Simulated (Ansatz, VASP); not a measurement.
# SiO2: VASP beside Ansatz

```
CELL_PARAMETERS angstrom
-6.49702 6.49702 2.61648
6.49702 -6.49702 2.61648
6.49702 6.49702 -2.61648
ATOMIC_POSITIONS crystal
Si 0.21016 0.38126 0.59142
Si 0.38126 0.78984 0.17111
Si 0.61874 0.21016 0.82889
Si 0.78984 0.38126 0.17111
Si 0.21016 0.61874 0.82889
Si 0.78984 0.61874 0.40858
Si 0.38126 0.21016 0.59142
Si 0.61874 0.78984 0.40858
O 0.89274 0.10726 0.50000
O 0.10726 0.60726 0.21453
O 0.39274 0.89274 0.78547
O 0.60726 0.39274 0.50000
O 0.10726 0.89274 0.50000
O 0.89274 0.39274 0.78547
O 0.60726 0.10726 0.21453
O 0.39274 0.60726 0.50000
O 0.24309 0.50000 0.74309
O 0.50000 0.75691 0.25691
O 0.50000 0.24309 0.74309
O 0.75691 0.50000 0.25691
O 0.31330 0.31330 0.62659
O 0.31330 0.68670 0.00000
O 0.68670 0.31330 0.00000
O 0.68670 0.68670 0.37341
```

Alike in both runs: task single point; functional LDA; k mesh 6 × 6 × 6; occupations gaussian, width 0.02 eV; no spin polarisation.

```csv
,VASP,Ansatz
version,VASP 6.6.1,Ansatz 0.2.0
potentials or method,"VASP PAW LDA potentials, release 64 (Si, O), cutoff 520 eV","scalar-relativistic, plane waves, PAW"
valence electrons in the cell,128,128
```

```csv
,VASP,Ansatz,Ansatz less VASP
gap on the k mesh at the Fermi level (eV),5.50,5.50,+0.003
least direct gap on the mesh (eV),5.50,5.50,+0.003
```

LDA's correlation is that of Perdew and Zunger in VASP and of Perdew and Wang (1992) in Ansatz.
